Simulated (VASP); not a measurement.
Crystal: C.

```xyz
2
Lattice="0.0297 1.8098 1.8098 1.8098 0.0297 1.8098 1.8098 1.8098 0.0297" Properties=species:S:1:pos:R:3 pbc="T T T"
C     0.0000    0.0000    0.0000
C     0.9124    0.9124    0.9124
```

This cell differs from its parent crystal: strain along [111] +2.5%.

Program: VASP 6.6.1. Alike in all runs: task single point; potentials or basis VASP PAW PBE potentials, release 64 (C); no spin polarisation; cell as given; cutoff (eV) 520. Hardware: 1 thread of Intel(R) Xeon(R) Platinum 8375C CPU @ 2.90GHz (Ice Lake), on a shared host.

Problem. Order these runs on this cell by their wall time, lowest first.
A. level PBE; k mesh 12 × 12 × 12; smearing fermi-dirac 0.02 eV
B. level PBE; k mesh 6 × 6 × 6; smearing gaussian 0.01 eV
C. level r2SCAN; k mesh 12 × 12 × 12; smearing gaussian 0.01 eV

Solution. B (3 s), A (14 s), C (71 s).

Caveats: some runs use coarse meshes.
